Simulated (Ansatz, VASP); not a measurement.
**Pb in VASP and in Ansatz**

```
Pb
1.0
     0.00000    2.83244    6.09330
     1.78679    0.00000    6.09330
     1.78679    2.83244    0.00000
Pb
2
Direct
  0.86705 0.86705 0.13295
  0.13295 0.13295 0.86705
```

Alike in both runs: functional PBEsol; k mesh 6 × 6 × 6; occupations gaussian, width 0.1 eV; no spin polarisation.

Ansatz relaxed the structure, and its values are those at the end. VASP's run is a single point on that final structure, the one shown.

|  | VASP | Ansatz |
| --- | --- | --- |
| version | VASP 6.6.1 | Ansatz 0.2.0 |
| potentials or method | VASP PAW PBE potentials, release 64 (Pb_d), cutoff 520 eV | scalar-relativistic, plane waves, PAW |
| valence electrons in the cell | 28 | 28 |

```csv
,VASP,Ansatz,Ansatz less VASP
gap on the k mesh at the Fermi level (eV),none,none,-
pressure (GPa),-0.1,0.0,+0.07
rms of the force components (eV/Å),0.013,0.013,+0.0002
```

VASP's potentials were made for PBE, not for PBEsol. A gap of «none» marks a metal or a gap that the smearing closes. With one functional, cell and mesh, what is left measures potentials, basis and numerics.

Spin-orbit coupling is off throughout.
